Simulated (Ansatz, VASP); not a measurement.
## AlCo3: VASP beside Ansatz

```
Al Co
1.0
     3.47695    0.00000    0.00000
     0.00000    3.47695    0.00000
     0.00000    0.00000    3.47695
Al Co
1 3
Cartesian
  0.0000 0.0000 0.0000
  1.7385 1.7385 0.0000
  1.7385 0.0000 1.7385
  0.0000 1.7385 1.7385
```

Alike in both runs: task single point; functional PBEsol; k mesh 12 × 12 × 12; occupations gaussian, width 0.1 eV; collinear spin.

```csv
,VASP,Ansatz
version,VASP 6.6.1,Ansatz 0.2.0
potentials or method,"VASP PAW PBE potentials, release 64 (Al, Co), cutoff 520 eV","scalar-relativistic, plane waves, PAW"
valence electrons in the cell,30,54
```

```csv
,VASP,Ansatz,Ansatz less VASP
gap on the k mesh at the Fermi level (eV),none,none,-
pressure (GPa),9.3,9.8,+0.47
net moment per atom (μB),0.89,0.90,+0.007
size of the moment on the site where the two differ most (μB),1.21,1.23,+0.027
```

VASP's potentials were made for PBE, not for PBEsol. Site moments also hang on the region over which each program counts them. A gap of «none» marks a metal or a gap that the smearing closes. VASP's potentials hold 30 valence electrons a cell and Ansatz's 54, so a difference there can come from the potentials and not from the codes.
